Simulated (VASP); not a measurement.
A run of VASP 6.6.1 is set up as follows.

File POSCAR:

```
HF
1.0
    6.4792240000      0.0000000000      0.0000000000
    0.0000000000      6.4792240000      0.0000000000
    0.0000000000      0.0000000000      6.4792240000
F H
8 8
Direct
    0.3909086485      0.0555335072      0.8371867377
    0.5866279928      0.3652352067     -0.0102790430
    0.0807431219      0.3993122108      0.2512719321
    0.4254127252      0.7526080523      0.0632554700
    0.0677761714      0.0166540583      0.2359122698
    0.5295543977      0.3147958410      0.5122401977
    0.8759776958      0.7009853449      0.1259255756
    0.6071043960      0.9496217955      0.3565110448
    0.4616803551      0.1807765710      0.8679965165
    0.5420040846      0.5027083750      0.0074003577
   -0.0050014807      0.5091354036      0.2030965828
    0.4100513510      0.8681974152     -0.0299420997
    0.0492173769      0.1629336433      0.2396390669
    0.5447294957      0.1840914810      0.4523611977
    0.9285413957      0.8305994740      0.1755919945
    0.5272369725      0.8671928203      0.2657245989
```

INCAR.step1

```
PREC = Accurate ; ENCUT = 520
ISMEAR = -1 ; SIGMA = 0.05
LREAL = Auto ; LASPH = True
NELM = 100 ; NBANDS = 46
GGA = PE ; ALGO = Normal
EDIFF = 1E-4 ; LWAVE = True
LCHARG = False
```

INCAR.step2

```
PREC = Accurate ; ENCUT = 520
EDIFF = 1E-6 ; ISMEAR = -1
SIGMA = 0.05 ; LREAL = Auto
LASPH = True ; NELM = 100
ALGO = Normal ; ISIF = 2
LWAVE = False ; LCHARG = False
METAGGA = R2SCAN ; LMIXTAU = True
NBANDS = 46 ; ISTART = 1
```

File KPOINTS:

```
Automatic mesh
0
Gamma
  1 1 1
```

Potentials or basis: VASP PAW PBE potentials, release 64 (F, H).

Command:

```bash
$ cat potpaw_PBE.64/F/POTCAR potpaw_PBE.64/H/POTCAR > POTCAR
$ cp INCAR.step1 INCAR
$ mpirun -np 1 vasp_gam > vasp.out
$ cp INCAR.step2 INCAR
$ mpirun -np 1 vasp_gam > vasp.out
```

What does it give for the largest force?

0.359 eV/Å.

Predict the pressure.

-0.5 GPa.

Forces in eV/Å, atoms in the order of the input:
```
F   -0.079 -0.224 -0.010
F    0.005 -0.076 -0.036
F    0.115 -0.275  0.052
F    0.068 -0.232  0.187
F    0.019 -0.341 -0.028
F   -0.034  0.265  0.142
F   -0.007 -0.059  0.032
F    0.016  0.125  0.106
H    0.102  0.222  0.111
H   -0.116  0.089 -0.005
H   -0.170  0.219 -0.096
H   -0.024  0.269 -0.237
H   -0.009  0.354 -0.001
H    0.042 -0.307 -0.130
H    0.112  0.070  0.003
H   -0.041 -0.100 -0.089
```

Caveat: the k points lie up to 0.97 Å⁻¹ apart, too coarse for converged energies, forces and pressures; the PAW data sets were made with another functional, which shifts forces and pressure a little.
